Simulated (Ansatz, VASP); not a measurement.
Si: VASP beside Ansatz

```
Si
1.0
    -2.30023    2.30023    1.30933
     2.30023   -2.30023    1.30933
     2.30023    2.30023   -1.30933
Si
2
Cartesian
  2.3002 0.0000 0.6547
  0.0000 0.0000 1.3093
```

Change from the starting cell: strain -0.030 along x and y, -0.015 along z, atoms carried along.

Alike in both runs: task single point; functional LDA; k mesh 20 × 20 × 20; occupations gaussian, width 0.15 eV; no spin polarisation.

|  | VASP | Ansatz |
| --- | --- | --- |
| version | VASP 6.6.1 | Ansatz 0.2.0 |
| potentials or method | VASP PAW LDA potentials, release 64 (Si), cutoff 520 eV | scalar-relativistic, plane waves, PAW |
| valence electrons in the cell | 8 | 8 |

|  | VASP | Ansatz | Ansatz less VASP |
| --- | --- | --- | --- |
| gap on the k mesh at the Fermi level (eV) | none | none | - |
| pressure (GPa) | 9.9 | 9.8 | -0.12 |
| traceless stress, the component that is largest in VASP (GPa) | -4.15 | -4.14 | +0.019 |

LDA's correlation is that of Perdew and Zunger in VASP and of Perdew and Wang (1992) in Ansatz. A gap of «none» marks a metal or a gap that the smearing closes.
